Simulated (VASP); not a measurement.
**As: single point with PBEsol**

The system is As.

```xyz
1
Lattice="4.6959 0.0000 0.0000 0.0000 4.6959 0.0000 0.0000 0.0000 4.8114" Properties=species:S:1:pos:R:3 pbc="T T T"
As    0.0000    0.0000    0.0000
```

This cell differs from its parent crystal: P replaced by As, lengths x 1.067, strained.

| Item | Value |
| --- | --- |
| Program | VASP 6.6.1 |
| Task | single point |
| Functional | PBEsol |
| Potentials or basis | VASP PAW PBE potentials, release 64 (As) |
| Cutoff | 520 eV |
| k mesh | 10 × 10 × 10 |
| Occupations | gaussian, width 0.1 eV |
| Spin | no spin polarisation |
| Dipole correction | no |
| Further INCAR settings | ALGO = Normal; EDIFF = 1e-06; NBANDS = 8 |

- Pressure: -2.4 GPa

Stress tensor (GPa, compression positive):
```
-2.48  0.00  0.00
 0.00 -2.48  0.00
 0.00  0.00 -2.19
```

Levels at points of the mesh, in eV from the Fermi level:
```tsv
k point	band 1	band 2	band 3	band 4	band 5
(0.00, 0.00, 0.00)	-9.48	0.33	0.41	0.41	3.96
(0.50, 0.00, 0.00)	-9.41	-0.61	0.44	0.52	5.60
(0.50, 0.50, 0.00)	-9.34	-0.40	-0.40	0.54	5.62
(0.00, 0.00, 0.50)	-9.42	-0.57	0.50	0.50	5.54
(0.50, 0.00, 0.50)	-9.35	-0.43	-0.36	0.60	5.61
(0.50, 0.50, 0.50)	-9.28	-0.25	-0.25	-0.18	6.51
```

It took 21 s on 1 thread of Intel(R) Xeon(R) 6975P-C (Granite Rapids), on a shared host, peak memory 0.26 GiB.

Caveat: the cell differs from its parent crystal (P replaced by As, lengths x 1.067, strained); the PAW data sets were made with another functional, which shifts forces and pressure a little.
